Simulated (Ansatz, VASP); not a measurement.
# HfS2 in VASP and in Ansatz

```
CELL_PARAMETERS angstrom
3.59399 0.00000 0.00000
-1.79700 3.11249 0.00000
0.00000 0.00000 5.81957
ATOMIC_POSITIONS crystal
Hf 0.00000 0.00000 0.00000
S 0.33333 0.66667 0.24941
S 0.66667 0.33333 0.75059
```

Change from the starting cell: hydrostatic strain -1.0%.

Alike in both runs: task single point; functional HSE06; k mesh 6 × 6 × 4; no spin polarisation.

```csv
,VASP,Ansatz
version,VASP 6.6.1,Ansatz 0.2.0
potentials or method,"VASP PAW PBE potentials, release 64 (Hf_pv, S)","plane waves, PAW"
plane-wave cutoff (eV),400,420
occupations,"gaussian, width 0.01 eV",fixed
valence electrons in the cell,22,38
```

Ansatz gave:

| Item | Value |
| --- | --- |
| gap on the k mesh at the Fermi level (eV) | 1.72 |
| pressure (GPa) | 2.9 |
| traceless stress, the component that is largest in VASP (GPa) | -0.76 |
| rms of the force components (eV/Å) | 0.026 |

Which values does VASP return?

gap on the k mesh at the Fermi level (eV): 1.71; pressure (GPa): 1.5; traceless stress, the component that is largest in VASP (GPa): -0.51; rms of the force components (eV/Å): 0.094.

Atom by atom the forces differ by 0.068 eV/Å (rms over components). VASP's potentials hold 22 valence electrons a cell and Ansatz's 38, so a difference there can come from the potentials and not from the codes. Ansatz's warnings: stress exchange threshold loose, stress scf threshold loose.

Spin-orbit coupling is off throughout.
